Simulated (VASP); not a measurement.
Write the native input for VASP 6.6.1 that does the following.

```
Task                   : single point
Functional             : PBEsol
Potentials or basis    : VASP PAW PBE potentials, release 64 (Ti_sv, Ni)
Cutoff                 : 520 eV
k mesh                 : 9 × 9 × 9
Occupations            : methfessel-paxton, width 0.1 eV
Spin                   : collinear spin, ferromagnetic start
Starting moments       : [0.0, 1.0] μB
Dipole correction      : no
Further INCAR settings : ALGO = Normal; EDIFF = 1e-06; NBANDS = 22
```

The structure of TiNi lies in POSCAR:

```
TiNi
1.0
    2.9695542123      0.0000000000      0.0000000000
    0.0000000000      2.9695542123      0.0000000000
    0.0000000000      0.0000000000      2.9695542123
Ti Ni
1 1
Direct
    0.5000000000      0.5000000000      0.5000000000
    0.0000000000      0.0000000000      0.0000000000
```

These files were run (other wordings do the same):

INCAR

```
SYSTEM = TiNi
PREC     = Accurate       ! precision mode
ENCUT    = 520            ! plane-wave cutoff, eV
EDIFF    = 1E-6           ! SCF threshold, eV
ISMEAR   = 1              ! smearing method
SIGMA    = 0.1            ! smearing width, eV
LREAL    = .False.        ! projectors in reciprocal space
LASPH    = .True.         ! aspherical terms in the spheres
NELM     = 150            ! most SCF steps
ALGO     = Normal         ! electronic algorithm
ISIF     = 2              ! what is computed and relaxed
LWAVE    = .False.        ! write WAVECAR
LCHARG   = .False.        ! write CHGCAR
ISPIN    = 2              ! spin polarisation
MAGMOM   = 0 1            ! initial moments
LORBIT   = 11             ! projections on sites
LMAXMIX  = 4              ! l up to which the mixer works
GGA      = PS             ! functional
NBANDS   = 22             ! bands
```

KPOINTS

```
regular mesh
0
Gamma
  9 9 9
  0 0 0
```

Potentials or basis: VASP PAW PBE potentials, release 64 (Ti_sv, Ni).

Run with:

```bash
$ cat potpaw_PBE.64/Ti_sv/POTCAR potpaw_PBE.64/Ni/POTCAR > POTCAR
$ mpirun -np 1 vasp_std > vasp.out
```

It gave:

| Item | Value |
| --- | --- |
| Pressure | -0.1 GPa |
| Band gap on the k mesh | zero (filled and empty bands overlap) |
| Net moment | 0.00 μB per cell |
| Valence electrons inside the program's atomic spheres | Ti 10.29; Ni 9.41 |

Caveat: the PAW data sets were made with another functional, which shifts forces and pressure a little.

Run time: 41 s on 1 thread of Intel(R) Xeon(R) Platinum 8259CL CPU @ 2.50GHz (Skylake/Cascade Lake), with other jobs on the host, peak memory 0.17 GiB.
